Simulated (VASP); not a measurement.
Set up this calculation in VASP 6.6.1, as the native input.

| Item | Value |
| --- | --- |
| Task | single point |
| Functional | PBEsol |
| Potentials or basis | VASP PAW PBE potentials, release 64 (Zr_sv, S) |
| Cutoff | 520 eV |
| k mesh | 16 × 16 × 16 |
| Occupations | gaussian, width 0.15 eV |
| Spin | no spin polarisation |
| Dipole correction | no |
| Further INCAR settings | ALGO = Normal; EDIFF = 1e-07; NBANDS = 16 |

The structure of ZrS lies in POSCAR:

```
ZrS
1.0
    0.0000000000      2.8350000000      2.6250000000
    2.8350000000      0.0000000000      2.6250000000
    2.8350000000      2.8350000000      0.0000000000
Zr S
1 1
Direct
    0.0000000000      0.0000000000      0.0000000000
    0.5000000000      0.5000000000      0.5000000000
```

This cell differs from its parent crystal: strain +0.080 along x and y, +0.000 along z.

These files were run (other wordings do the same):

INCAR

```
SYSTEM = ZrS
PREC = Accurate
ENCUT = 520
EDIFF = 1E-7
ISMEAR = 0
SIGMA = 0.15
LREAL = .False.
LASPH = .True.
NELM = 60
ALGO = Normal
ISIF = 2
LWAVE = .False.
LCHARG = .False.
GGA = PS
NBANDS = 16
```

KPOINTS

```
regular mesh
0
Gamma
  16 16 16
  0 0 0
```

Potentials or basis: VASP PAW PBE potentials, release 64 (Zr_sv, S).

The run is started by

```bash
$ cat potpaw_PBE.64/Zr_sv/POTCAR potpaw_PBE.64/S/POTCAR > POTCAR
$ mpirun -np 1 vasp_std > vasp.out
```

It gave:

```
Pressure               : -17.3 GPa
Band gap on the k mesh : zero (band 9 reaches 9.79 eV, above the bottom of band 10 at 7.52 eV)
```

Caveat: the cell differs from its parent crystal (strain +0.080 along x and y, +0.000 along z); the PAW data sets were made with another functional, which shifts forces and pressure a little.

Wall time 2.8 min on 1 thread of Intel Xeon 6975P-C, with other jobs on the host, peak memory 0.36 GiB.
